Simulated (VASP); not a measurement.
Input of a VASP 6.6.1 run:

File INCAR:

```
PREC = Accurate ; ENCUT = 520
EDIFF = 1E-6 ; ISMEAR = 0
SIGMA = 0.01 ; LREAL = F
LASPH = T ; NELM = 60
ALGO = Normal ; ISIF = 2
LWAVE = F ; LCHARG = T
GGA = PS ; LELF = T
LVHAR = T ; NBANDS = 33
```

Contents of KPOINTS:

```
regular mesh
0
Gamma
  8 8 8
```

File POSCAR:

```
TiO2
1.0
   -1.9649436180      1.9649436180      4.9404504381
    1.9649436180     -1.9649436180      4.9404504381
    1.9649436180      1.9649436180     -4.9404504381
Ti O
2 4
Direct
    0.0000000000      0.0000000000      0.0000000000
    0.7500000000      0.2500000000      0.5000000000
    0.2081000000      0.2081000000      0.0000000000
    0.9581000000      0.4581000000      0.5000000000
    0.5419000000      0.0419000000      0.5000000000
    0.7919000000      0.7919000000      0.0000000000
```

Potentials or basis: VASP PAW PBE potentials, release 64 (Ti_sv, O).

Launch:

```sh
$ cat potpaw_PBE.64/Ti_sv/POTCAR potpaw_PBE.64/O/POTCAR > POTCAR
$ mpirun -np 1 vasp_std > vasp.out
```

**Question.** Predict the pressure.

**Answer.** -19.9 GPa.

**Question.** What does it give for the largest force?

**Answer.** 0.568 eV/Å.

**Question.** What does it give for the band gap on the k mesh?

**Answer.** 1.84 eV (least direct gap 2.13 eV).

Forces on the atoms (eV/Å):
```
Ti   0.000  0.000  0.000
Ti   0.000  0.000  0.000
O    0.000  0.000 -0.568
O    0.000  0.000 -0.568
O    0.000  0.000  0.568
O    0.000  0.000  0.568
```

Caveat: the cell stands under tension; the PAW data sets were made with another functional, which shifts forces and pressure a little. A k mesh can miss the band edges.
